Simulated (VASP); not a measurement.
GaBiSe4:

```
Ga Bi Se
1.0
     0.00000    4.19137    4.19137
     4.19137    0.00000    4.19137
     4.19137    4.19137    0.00000
Ga Bi Se
1 1 4
Direct
  0.00000 0.00000 0.00000
  0.25000 0.25000 0.25000
  0.62746 0.62746 0.11761
  0.62746 0.11761 0.62746
  0.11761 0.62746 0.62746
  0.62746 0.62746 0.62746
```

```yaml
Program: VASP 6.6.1
Task: relaxation of cell and atoms
Functional: PBE
Potentials_or_basis: VASP PAW PBE potentials, release 64 (Ga_d, Bi_d, Se)
Cutoff: 600 eV
k_mesh: 8 × 8 × 8
Occupations: gaussian, width 0.1 eV
Spin: no spin polarisation
```

At the start: pressure -1.1 GPa; volume 24.54 Å³/atom.

Question: How do energy, volume and symmetry change on relaxing?

Answer: Over 5 steps the energy falls by 3.7 meV/atom and the volume is 23.93 Å³/atom (-2.5 %); space group F-43m (No. 216, to 0.05 Å).

The path:
| step | energy change (eV) | largest force (eV/Å) | pressure (GPa) | volume (Å³) |
| --- | --- | --- | --- | --- |
| 1 | 0.0000 | 0.1781 | -1.14 | 147.26 |
| 2 | -0.0181 | 0.1318 | 0.06 | 143.58 |
| 3 | -0.0183 | 0.1261 | 0.19 | 143.20 |
| 4 | -0.0212 | 0.0654 | 0.11 | 143.38 |
| 5 | -0.0223 | 0.0020 | 0.03 | 143.58 |

Final structure:
```
CELL_PARAMETERS angstrom
0.00000 4.15614 4.15614
4.15614 0.00000 4.15614
4.15614 4.15614 0.00000
ATOMIC_POSITIONS crystal
Ga 0.00000 0.00000 0.00000
Bi 0.25000 0.25000 0.25000
Se 0.62573 0.62573 0.12282
Se 0.62573 0.12282 0.62573
Se 0.12282 0.62573 0.62573
Se 0.62573 0.62573 0.62573
```
